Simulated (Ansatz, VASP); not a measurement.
# YbB2: VASP beside Ansatz

File INCAR:

```
ALGO     = Normal         # electronic algorithm
EDIFF    = 1E-7           # SCF threshold, eV
ENCUT    = 520            # plane-wave cutoff, eV
GGA      = PE             # functional
ISIF     = 2              # what is computed and relaxed
ISMEAR   = 0              # smearing method
LASPH    = T              # aspherical terms in the spheres
LCHARG   = F              # write CHGCAR
LREAL    = F              # projectors in reciprocal space
LWAVE    = F              # write WAVECAR
NBANDS   = 22             # bands
NELM     = 60             # most SCF steps
PREC     = Accurate       # precision mode
SIGMA    = 0.05           # smearing width, eV
```

The input KPOINTS:

```
k-points
0
Gamma
  12 12 10
```

Contents of POSCAR:

```
YbB2
1.0
    3.2694004299     -0.0058270744     -0.0264047840
   -1.6397466093      2.8292609337      0.0428914166
   -0.0314486219      0.0408304622      3.8340884877
Yb B
1 2
Direct
   -0.0057369064      0.0118762793     -0.0094689597
    0.3198070391      0.6384028441      0.4949328026
    0.6859298673      0.3497208766      0.5145361570
```

Input for Ansatz:

```yaml
crystal:
  lattice:
    - [3.2694004299, -0.0058270744, -0.026404784]
    - [-1.6397466093, 2.8292609337, 0.0428914166]
    - [-0.0314486219, 0.0408304622, 3.8340884877]
  atoms:
    - { symbol: Yb, position: [-0.0057369064, 0.0118762793, -0.0094689597] }
    - { symbol: B, position: [0.3198070391, 0.6384028441, 0.4949328026] }
    - { symbol: B, position: [0.6859298673, 0.3497208766, 0.514536157] }
basis:
  ecutwfc: 420
  ecutrho_ratio: 4
kpoints:
  mp_grid: { grid: [12, 12, 10] }
hamiltonian:
  xc: pbe
scf:
  occupations: { method: gaussian, width: 0.05 }
output:
  forces: true
  stress: true
  eigenvalues: true
```

Change from the starting cell: all atoms moved at random (sigma 0.06 Å), cell strained at random (1 %).

Alike in both runs: task single point; functional PBE; k mesh 12 × 12 × 10; occupations gaussian, width 0.05 eV; no spin polarisation.

|  | VASP | Ansatz |
| --- | --- | --- |
| version | VASP 6.6.1 | Ansatz 0.2.0 |
| potentials or method | VASP PAW PBE potentials, release 64 (Yb, B), cutoff 520 eV | scalar-relativistic, plane waves, PAW |
| valence electrons in the cell | 30 | 30 |

```csv
,VASP,Ansatz,Ansatz less VASP
gap on the k mesh at the Fermi level (eV),none,none,-
pressure (GPa),-1.6,-1.7,-0.11
"traceless stress, the component that is largest in VASP (GPa)",-4.38,-4.34,+0.039
rms of the force components (eV/Å),0.475,0.473,-0.0023
```

Atom by atom the forces differ by 0.003 eV/Å (rms over components). A gap of «none» marks a metal or a gap that the smearing closes.

Neither program's run includes spin-orbit coupling.
